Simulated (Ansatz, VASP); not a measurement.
## One calculation of Ga, two programs

```
Ga
1.0
     1.38300   -4.02650    0.00000
     1.38300    4.02650    0.00000
    -0.11745    0.00000    3.32993
Ga
2
Direct
  0.13100 0.86900 0.75000
  0.86900 0.13100 0.25000
```

Alike in both runs: task relaxation of cell and atoms; functional RPBE; dispersion D3(BJ); k mesh 10 × 10 × 8; occupations fermi-dirac, width 0.05 eV; no spin polarisation.

```csv
,VASP,Ansatz
version,VASP 6.6.1,Ansatz 0.2.0
potentials or method,"VASP PAW PBE potentials, release 64 (Ga_d)",Ansatz PAW
plane-wave cutoff (eV),600,420
valence electrons in the cell,26,26
```

Ansatz gave:

```
gap on the k mesh at the Fermi level, each at its own relaxed structure (eV) : none
relaxed volume (Å³/atom)                                                     : 14.98
relaxed length of the cell vector where the two differ most in proportion (Å)              : 4.123
```

Question: What did VASP give for the same quantities?

Answer: gap on the k mesh at the Fermi level, each at its own relaxed structure (eV): none; relaxed volume (Å³/atom): 15.01; relaxed length of the cell vector where the two differ most in proportion (Å): 4.132.

VASP's potentials were made for PBE, not for RPBE. A gap of «none» marks a metal or a gap that the smearing closes.

Noted on VASP's run: the volume moved by over 15 % at a fixed basis, so the end points are rough. Noted on Ansatz's run: the volume moved by over 15 % at a fixed basis, so the end points are rough; the plane-wave basis is chosen anew once the cell has moved, so the energies of steps on either side of that aren't comparable.
